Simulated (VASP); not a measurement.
**TiSi2: single point with PBEsol**

Crystal: TiSi2.

```
Ti Si
1.0
     1.76511   -6.75928    0.00000
     1.76511    6.75928    0.00000
     0.00000    0.00000    3.56517
Ti Si
2 4
Direct
  0.10312 0.89688 0.25000
  0.89688 0.10312 0.75000
  0.75031 0.24969 0.25000
  0.24969 0.75031 0.75000
  0.44175 0.55825 0.25000
  0.55825 0.44175 0.75000
```

| Item | Value |
| --- | --- |
| Program | VASP 6.6.1 |
| Task | single point |
| Functional | PBEsol |
| Potentials or basis | VASP PAW PBE potentials, release 64 (Ti_sv, Si) |
| Cutoff | 500 eV |
| k mesh | 5 × 5 × 5 |
| Occupations | fermi-dirac, width 0.03 eV |
| Spin | no spin polarisation |

- Pressure: -2.1 GPa
- Largest force: 0.212 eV/Å
- Band gap on the k mesh: zero (band 20 reaches 10.94 eV, above the bottom of band 21 at 10.14 eV)

Forces on the atoms (eV/Å):
```
Ti   0.000  0.014  0.000
Ti   0.000 -0.014  0.000
Si   0.000 -0.006  0.000
Si   0.000  0.006  0.000
Si   0.000  0.212  0.000
Si   0.000 -0.212  0.000
```

Stress tensor (GPa, compression positive):
```
-1.79  0.00  0.00
 0.00 -2.97  0.00
 0.00  0.00 -1.40
```

Levels at points of the mesh, in eV from the Fermi level:
```tsv
k point	band 17	band 18	band 19	band 20	band 21	band 22	band 23	band 24
(0.00, 0.00, 0.00)	-2.20	-2.11	-2.09	0.44	0.70	0.80	0.86	1.32
```

Wall time 100 s on 1 thread of Intel(R) Xeon(R) Platinum 8488C (Sapphire Rapids) (shared host), peak memory 0.29 GiB.

Caveat: the k points lie up to 0.37 Å⁻¹ apart; the PAW data sets were made with another functional, which shifts forces and pressure a little.
